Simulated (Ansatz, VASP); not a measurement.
**One calculation of MgO, two programs**

```
Mg O
1.0
     3.59170    0.00000    0.00000
    -1.79585    3.11050    0.00000
     0.00000    0.00000    4.19700
Mg O
2 2
Cartesian
  1.7959 1.0368 3.1478
  0.0000 2.0737 1.0493
  1.7959 1.0368 1.0493
  0.0000 2.0737 3.1478
```

Alike in both runs: task single point; functional PBE; k mesh 9 × 9 × 6; occupations gaussian, width 0.05 eV; no spin polarisation.

|  | VASP | Ansatz |
| --- | --- | --- |
| version | VASP 6.6.1 | Ansatz 0.2.0 |
| potentials or method | VASP PAW PBE potentials, release 64 (Mg, O), cutoff 520 eV | scalar-relativistic, plane waves, PAW |
| valence electrons in the cell | 16 | 32 |

|  | VASP | Ansatz | Ansatz less VASP |
| --- | --- | --- | --- |
| gap on the k mesh at the Fermi level (eV) | 3.16 | 3.18 | +0.020 |
| least direct gap on the mesh (eV) | 3.16 | 3.18 | +0.020 |
| pressure (GPa) | -3.7 | -3.1 | +0.58 |
| traceless stress, the component that is largest in VASP (GPa) | 2.49 | 2.57 | +0.088 |

VASP's potentials hold 16 valence electrons a cell and Ansatz's 32, so a difference there can come from the potentials and not from the codes.
